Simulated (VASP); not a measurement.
# Zn5O3 (I4/mmm) in VASP: single point with PBE

Aim: the single point of Zn5O3 with PBE.

All numbers are computed with VASP 6.6.1; they aren't measurements. Logs are shortened: lines on timing, memory, paths and dates and some standing lists are left out, and cuts for length are marked.

### Step 1. The cell of the first run

Symmetry: I4/mmm, No. 139, tetragonal system. Conventional cell: a = 3.086 Å, b = 3.086 Å, c = 19.926 Å, α = 90.00°, β = 90.00°, γ = 90.00°. Zn (site symmetry 4mm) has 1 O at 2.16 Å and 4 Zn at 2.54 Å within 2.9 Å. Within 2.9 Å of Zn (site symmetry 4/mmm) lie 6 O at 2.17 to 2.18 Å. Within 2.9 Å of Zn (site symmetry 4mm) lie 5 O at 2.17 to 2.18 Å. O (site symmetry 4mm) has 6 Zn at 2.16 to 2.18 Å within 2.9 Å. Within 2.9 Å of O (site symmetry 4/mmm) lie 6 Zn at 2.17 to 2.18 Å.

### Step 2. Single point, PBE

INCAR reads:

```
PREC = Accurate
ENCUT = 520
EDIFF = 1E-6
ISMEAR = 0
SIGMA = 0.2
LREAL = F
LASPH = T
NELM = 100
ALGO = Normal
ISIF = 2
LWAVE = F
LCHARG = F
GGA = PE
NBANDS = 49
```

KPOINTS reads:

```
regular mesh
0
Gamma
  7 7 7
```

POSCAR reads:

```
Zn5O3
1.0
   -1.5428082392      1.5428082392      9.9631570430
    1.5428082392     -1.5428082392      9.9631570430
    1.5428082392      1.5428082392     -9.9631570430
Zn O
5 3
Direct
    0.2172304026      0.2172304026      0.0000000000
    0.7827695974      0.7827695974      0.0000000000
    0.0000000000      0.0000000000      0.0000000000
    0.3909798781      0.3909798781      0.0000000000
    0.6090201219      0.6090201219      0.0000000000
    0.1090349359      0.1090349359      0.0000000000
    0.8909650641      0.8909650641      0.0000000000
    0.5000000000      0.5000000000      0.0000000000
```

Potentials or basis: VASP PAW PBE potentials, release 64 (Zn, O).

Run with:

```
$ cat potpaw_PBE.64/Zn/POTCAR potpaw_PBE.64/O/POTCAR > POTCAR
$ mpirun -np 1 vasp_std > vasp.out
```

OUTCAR:

```text
PREC = Accurate
   ENCUT = 520
   EDIFF = 1E-6
   ISMEAR = 0
   LREAL = F
   LASPH = T
   NELM = 100
   ISIF = 2
   GGA = PE

 ion  position               nearest neighbor table
   1  0.217  0.217  0.000-   6 2.16   2 2.54   2 2.54   2 2.54   2 2.54
   2  0.783  0.783  0.000-   7 2.16   1 2.54   1 2.54   1 2.54   1 2.54
   3  0.000  0.000  0.000-   6 2.17   7 2.17   8 2.18   8 2.18   8 2.18   8 2.18
   4  0.391  0.391  0.000-   8 2.17   7 2.18   7 2.18   7 2.18   7 2.18
   5  0.609  0.609  0.000-   8 2.17   6 2.18   6 2.18   6 2.18   6 2.18
   6  0.109  0.109  0.000-   1 2.16   3 2.17   5 2.18   5 2.18   5 2.18   5 2.18
   7  0.891  0.891  0.000-   2 2.16   3 2.17   4 2.18   4 2.18   4 2.18   4 2.18
   8  0.500  0.500  0.000-   4 2.17   5 2.17   3 2.18   3 2.18   3 2.18   3 2.18

  LATTYP: Found a body centered tetragonal cell.
 ALAT       =     3.0856164784
 C/A-ratio  =     6.4578064790

  Lattice vectors:

 A1 = (  -1.5428082392,   1.5428082392,   9.9631570430)
 A2 = (   1.5428082392,  -1.5428082392,   9.9631570430)
 A3 = (   1.5428082392,   1.5428082392,  -9.9631570430)

Analysis of symmetry for initial positions (statically):
=====================================================================
 Subroutine PRICEL returns:
 Original cell was already a primitive cell.

 Routine SETGRP: Setting up the symmetry group for a
 body centered tetragonal supercell.

 Subroutine GETGRP returns: Found 16 space group operations
 (whereof 16 operations were pure point group operations)
 out of a pool of 16 trial point group operations.

The static configuration has the point symmetry D_4h.

Analysis of symmetry for dynamics (positions and initial velocities):
=====================================================================
 Subroutine PRICEL returns:
 Original cell was already a primitive cell.

 Routine SETGRP: Setting up the symmetry group for a
 body centered tetragonal supercell.

 Subroutine GETGRP returns: Found 16 space group operations
 (whereof 16 operations were pure point group operations)
 out of a pool of 16 trial point group operations.

The dynamic configuration has the point symmetry D_4h.

 Subroutine INISYM returns: Found 16 space group operations
 (whereof 16 operations are pure point group operations),
 and found     1 'primitive' translations

[... 109 lines left out ...]
   NSW    =      0    number of steps for IOM
   IBRION =     -1    ionic relax: 0-MD 1-quasi-New 2-CG
   NFREE  =      0    steps in history (QN), initial steepest desc. (CG)
   ISIF   =      2    stress and relaxation
   ISYM   =      2    0-nonsym 1-usesym 2-fastsym
   POTIM  = 0.5000    time-step for ionic-motion
   TEBEG  =    0.0;   TEEND  =   0.0 temperature during run
   PSTRESS=    0.0 pullay stress
   NELECT =      78.0000    total number of electrons
   NUPDOWN=      -1.0000    fix difference up-down
   EMIN   =  10.00;   EMAX   =-10.00  energy-range for DOS
   EFERMI =   0.00;   METHOD = LEGACY
   ISMEAR =     0;   SIGMA  =   0.20  broadening in eV -4-tet -1-fermi 0-gaus
   EFERMI_NEDOS =   21; number of points for ismear=-14 and -15
   IALGO  =     38    algorithm
   IMIX   =      4    mixing-type and parameters
     AMIX     =   0.40;   BMIX     =  1.00
     AMIX_MAG =   1.60;   BMIX_MAG =  1.00
  volume/ion in A,a.u.               =      11.86        80.02
  Fermi-wavevector in a.u.,A,eV,Ry     =   1.533720  2.898311 32.004944  2.352297
  Thomas-Fermi vector in A             =   2.640748
   LORBIT       =      0    0 simple, 1 ext, 2 COOP (PROOUT), +10 PAW based schemes
   GGA     = PE    functional components
   LHFCALC =     F    Hartree Fock is set to
   AEXX    =    0.0000 exact exchange contribution
   IVDW    =     0    specifies the selected vdW correction
   LEPSILON=     F    determine dielectric tensor
   LRPA    =     F    only Hartree local field effects (RPA)
 non-spin polarized calculation
 Gauss-broadening in eV      SIGMA  =   0.20
  energy-cutoff  :      520.00
  volume of cell :       94.86
 maximum number of plane-waves:      2571
 NGX is ok and might be reduce to    80
   NGX = 37   NGY = 37   NGZ = 37

 number of electron      78.0000003 magnetization

 Free energy of the ion-electron system (eV)
  ---------------------------------------------------
  ext. energy  EPLUGINS =         0.00000000
  ---------------------------------------------------
  free energy    TOTEN  =       -27.06659952 eV

  energy without entropy =      -27.04849532  energy(sigma->0) =      -27.05754742

 E-fermi :   4.0886     XC(G=0): -11.7034

 val. band max:        4.0782066435   @ k =  -0.1429  -0.2857   0.1429
 cond. band min:       4.0928722058   @ k =  -0.4286  -0.4286   0.4286
 fundamental gap:      0.0146655623
 Fermi energy:         4.0886268382

 k-point     1 :       0.0000    0.0000    0.0000
  band No.  band energies     occupation
      1     -16.2870      2.00000
      2     -15.8977      2.00000
      3     -15.3185      2.00000
      4      -5.4907      2.00000
      5      -4.4093      2.00000
      6      -4.3431      2.00000
[... 1237 lines left out ...]
     48      10.6052      0.00000
     49      11.7120      0.00000

 [... further k-points ...]

------------------------ aborting loop because EDIFF is reached ----------------------------------------

  FORCE on cell =-STRESS in cart. coord.  units (eV):
  Direction    XX          YY          ZZ          XY          YZ          ZX
  --------------------------------------------------------------------------------------
  -------------------------------------------------------------------------------------
  Total        0.0174689      0.0174689      0.5357676      0.0000000      0.0000000      0.0000000
  in kB        0.2950499      0.2950499      9.0491159      0.0000000      0.0000000      0.0000000
  external PRESSURE =       3.2130719 kB  Pullay stress =       0.0000000 kB

 VOLUME and BASIS-vectors are now :
 -----------------------------------------------------------------------------
  energy-cutoff  :      520.00
  volume of cell :       94.86
      direct lattice vectors                 reciprocal lattice vectors
    -1.542808239  1.542808239  9.963157043     0.000000000  0.324084347  0.050184896
     1.542808239 -1.542808239  9.963157043     0.324084347  0.000000000  0.050184896
     1.542808239  1.542808239 -9.963157043     0.324084347  0.324084347  0.000000000

 POSITION                                       TOTAL-FORCE (eV/Angst)
 -----------------------------------------------------------------------------------
      0.00000      0.00000      4.32860         0.000000      0.000000      0.081933
      0.00000      0.00000     15.59771         0.000000      0.000000     -0.081933
      0.00000      0.00000      0.00000        -0.000000     -0.000000     -0.000000
      0.00000      0.00000      7.79079         0.000000      0.000000     -0.021789
      0.00000      0.00000     12.13553        -0.000000     -0.000000      0.021789
      0.00000      0.00000      2.17266        -0.000000     -0.000000     -0.069305
      0.00000      0.00000     17.75365        -0.000000     -0.000000      0.069305
      0.00000      0.00000      9.96316        -0.000000     -0.000000     -0.000000
 -----------------------------------------------------------------------------------
    total drift:                               -0.000000      0.000000      0.000000

  FREE ENERGIE OF THE ION-ELECTRON SYSTEM (eV)
  ---------------------------------------------------
  free  energy   TOTEN  =       -27.0665995182 eV

  energy  without entropy=      -27.0484953223  energy(sigma->0) =      -27.05754742
```

OSZICAR:

```text
N       E                     dE             d eps       ncg     rms          rms(c)
DAV:   1     0.757071340193E+03    0.75707E+03   -0.37188E+04  3944   0.245E+03
DAV:   2     0.835467067124E+02   -0.67352E+03   -0.63529E+03  3920   0.537E+02
DAV:   3    -0.263829244109E+02   -0.10993E+03   -0.10643E+03  4300   0.191E+02
DAV:   4    -0.322918178338E+02   -0.59089E+01   -0.58656E+01  4476   0.460E+01
DAV:   5    -0.323479603228E+02   -0.56142E-01   -0.56115E-01  4213   0.447E+00    0.161E+01
DAV:   6    -0.268778919912E+02    0.54701E+01   -0.16865E+01  6845   0.703E+01    0.101E+01
DAV:   7    -0.271459418252E+02   -0.26805E+00   -0.62493E+00  4347   0.209E+01    0.670E+00
DAV:   8    -0.271256367822E+02    0.20305E-01   -0.13801E+00  5558   0.196E+01    0.221E+00
DAV:   9    -0.270705382206E+02    0.55099E-01   -0.22622E-01  5662   0.881E+00    0.730E-01
DAV:  10    -0.270654107967E+02    0.51274E-02   -0.68563E-02  5069   0.254E+00    0.173E-01
DAV:  11    -0.270667245384E+02   -0.13137E-02   -0.15207E-02  4465   0.129E+00    0.152E-01
DAV:  12    -0.270665869960E+02    0.13754E-03   -0.19099E-03  4901   0.146E+00    0.547E-02
DAV:  13    -0.270666125623E+02   -0.25566E-04   -0.40671E-04  4510   0.256E-01    0.256E-02
DAV:  14    -0.270665977975E+02    0.14765E-04   -0.32907E-05  5512   0.201E-01    0.929E-03
DAV:  15    -0.270665985755E+02   -0.77796E-06   -0.31731E-05  6116   0.830E-02    0.296E-03
DAV:  16    -0.270665996103E+02   -0.10348E-05   -0.11319E-05  3859   0.289E-02    0.317E-03
DAV:  17    -0.270665995182E+02    0.92048E-07   -0.67585E-07  2091   0.204E-02
   1 F= -.27066600E+02 E0= -.27057547E+02  d E =-.181042E-01
```

Wall time 40 min (1 thread of Intel Xeon 6975P-C (Granite Rapids), shared host); peak memory 0.95 GiB.

Results:

| Item | Value |
| --- | --- |
| Free energy | -27.0666 eV |
| Pressure | 0.3 GPa |
| Largest force | 0.082 eV/Å |
| Band gap on the k mesh | zero (bands 39 and 40 overlap by 1.74 eV) |

Forces in eV/Å, atoms in the order of the input:
```
Zn   0.000  0.000  0.082
Zn   0.000  0.000 -0.082
Zn   0.000  0.000  0.000
Zn   0.000  0.000 -0.022
Zn   0.000  0.000  0.022
O    0.000  0.000 -0.069
O    0.000  0.000  0.069
O    0.000  0.000  0.000
```
